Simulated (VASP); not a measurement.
Input of a VASP 6.6.1 run:

INCAR

```
SYSTEM = H6C2O
ALGO = Normal
EDIFF = 1E-6
ENCUT = 520
GGA = PE
GGA_COMPAT = .False.
ISIF = 2
ISMEAR = -1
IVDW = 12
LASPH = .True.
LCHARG = .True.
LELF = .True.
LREAL = Auto
LVHAR = .True.
LWAVE = .False.
NBANDS = 64
NELM = 120
PREC = Accurate
SIGMA = 0.02
```

File KPOINTS:

```
k-points
0
Gamma
  1 1 1
  0 0 0
```

The input POSCAR:

```
H6C2O
1.0
    7.2936330000      0.0000000000      0.0000000000
    0.0000000000      7.2936330000      0.0000000000
    0.0000000000      0.0000000000      7.2936330000
C O H
8 4 24
Direct
    0.8503032714      0.9417254748      0.0824417680
    0.9515559667      0.9449337525      0.2579921419
    0.3803865646     -0.0257347744      0.8074576826
    0.3064864931      0.0289841839      0.9911110142
    0.4161437791      0.4493782454      0.4369701629
    0.5012042695      0.6281917393      0.3926164094
    0.9447692254      0.3678139550      0.6620431820
    0.9270414346      0.5251977992      0.8084859767
    1.0045062591      0.7583326444      0.2926113776
    0.4393969370      0.0074448495      1.1261328888
    0.3579011996      0.7615683432      0.3801534846
    1.0301724806      0.4834764787      0.9624010421
    1.1334132112      0.7540686514      0.3313026581
    1.0774603000      1.0265391746      0.2492173653
    0.8565552997      1.0079201956      0.3842255293
    0.8227175675      1.0770215611      0.0284220498
    0.9534754491      0.8848950859     -0.0107765225
    0.7258659710      0.8522913067      0.1078611989
    0.5563619667      0.0694715514      1.0951606696
    0.2762272245      0.1812402681      0.9655818986
    0.1685031314     -0.0282301015      1.0360543230
    0.2697558268     -0.0118322378      0.7067259896
    0.4943626859      0.0571183113      0.7683962163
    0.4277977792     -0.1723695174      0.8054422261
    0.3848013740      0.8592974174      0.2754457209
    0.6111357673      0.6766723799      0.4812827846
    0.5470387666      0.6209251274      0.2359592264
    0.4962821683      0.3230763050      0.4333779887
    0.3557897690      0.4698070221      0.5765028210
    0.3008103095      0.4260976663      0.3398169335
    0.9995704473      0.5811095787      1.0555096479
    0.9491566137      0.6594930126      0.7585931456
    0.7803518493      0.5050432343      0.8588312573
    0.8564867467      0.3870910423      0.5374687758
    1.0852067824      0.3544461313      0.6055144261
    0.8967273237      0.2405385629      0.7284024299
```

Potentials or basis: VASP PAW PBE potentials, release 64 (C, O, H).

Command:

```bash
$ cat potpaw_PBE.64/C/POTCAR potpaw_PBE.64/O/POTCAR potpaw_PBE.64/H/POTCAR > POTCAR
$ mpirun -np 1 vasp_gam > vasp.out
```

Q: Estimate the dispersion energy per atom.

A: -0.037 eV.

Q: Estimate the largest force.

A: 4.237 eV/Å.

Forces on the atoms (eV/Å):
```
C   -0.546 -0.623  0.116
C   -0.730  0.514  3.021
C   -1.065 -2.314 -0.185
C   -1.193  2.422 -1.619
C   -1.497 -0.401  0.968
C    0.423  0.442 -4.192
C    0.006  0.715 -0.209
C   -2.650 -2.943 -0.562
O   -0.998  0.019 -0.111
O    0.761 -0.017  1.536
O   -0.438  1.958 -0.745
O    1.192  0.793  1.807
H    0.615 -0.175  0.412
H   -0.171  0.440  0.305
H    1.552 -1.021 -1.871
H   -0.480  0.608 -0.069
H   -0.565 -0.460 -0.644
H    0.855  0.535 -0.874
H   -0.692 -0.430  0.098
H   -0.072 -0.788  0.764
H    1.684 -0.095 -0.472
H    0.168 -0.008 -0.286
H    0.784  0.765 -0.307
H   -0.279  0.560 -0.049
H    0.315 -1.439  1.728
H    0.339 -0.065  0.172
H    0.414 -0.125  2.033
H    0.552  0.201  0.121
H    0.068 -0.558 -0.358
H    0.230  0.099  0.318
H    0.542 -0.906 -0.372
H    0.249  1.316 -0.783
H    0.304  0.847 -0.761
H    0.201  0.265  0.738
H   -0.246 -0.147  0.453
H    0.366  0.015 -0.120
```

Caveat: the k points lie up to 0.86 Å⁻¹ apart; the atoms stand as in a frame of molecular dynamics.
